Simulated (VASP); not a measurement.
Write the native input for VASP 6.6.1 that does the following.

```
Task                   : single point
Functional             : PBE
Potentials or basis    : VASP PAW PBE potentials, release 64 (Ta_pv, Si)
Cutoff                 : 520 eV
k mesh                 : 4 × 4 × 4
Occupations            : gaussian, width 0.1 eV
Spin                   : no spin polarisation
Dipole correction      : no
Further INCAR settings : ALGO = Normal; EDIFF = 1e-07; NBANDS = 33
```

The structure of TaSi3 lies in POSCAR:

```
TaSi3
1.0
    0.0000000000      4.1800375301      4.1800375301
    4.1800375301      0.0000000000      4.1800375301
    4.1800375301      4.1800375301      0.0000000000
Ta Si
2 6
Direct
    0.5000000000      0.5000000000      0.5000000000
    0.2500000000      0.2500000000      0.2500000000
    0.2059984673      0.7940015327      0.7940015327
    0.7940015327      0.2059984673      0.2059984673
    0.7940015327      0.2059984673      0.7940015327
    0.2059984673      0.7940015327      0.2059984673
    0.7940015327      0.7940015327      0.2059984673
    0.2059984673      0.2059984673      0.7940015327
```

One way to write it, as run:

INCAR

```
PREC = Accurate
ENCUT = 520
EDIFF = 1E-7
ISMEAR = 0
SIGMA = 0.1
LREAL = F
LASPH = T
NELM = 60
ALGO = Normal
ISIF = 2
LWAVE = F
LCHARG = F
GGA = PE
NBANDS = 33
```

KPOINTS

```
Automatic mesh
0
Gamma
  4 4 4
```

Potentials or basis: VASP PAW PBE potentials, release 64 (Ta_pv, Si).

Command:

```console
$ cat potpaw_PBE.64/Ta_pv/POTCAR potpaw_PBE.64/Si/POTCAR > POTCAR
$ mpirun -np 1 vasp_std > vasp.out
```

Results of the run:

```yaml
Pressure: -0.1 GPa
Largest_force: 0.040 eV/Å
Band_gap_on_the_k_mesh: zero (band 23 reaches 7.24 eV, above the bottom of band 24 at 6.76 eV)
```

Caveat: spin-orbit coupling is left out, which moves the levels of the heavy elements.

Wall time 67 s on 1 thread of Intel(R) Xeon(R) Platinum 8259CL CPU @ 2.50GHz (Skylake/Cascade Lake) (shared host), peak memory 0.32 GiB.
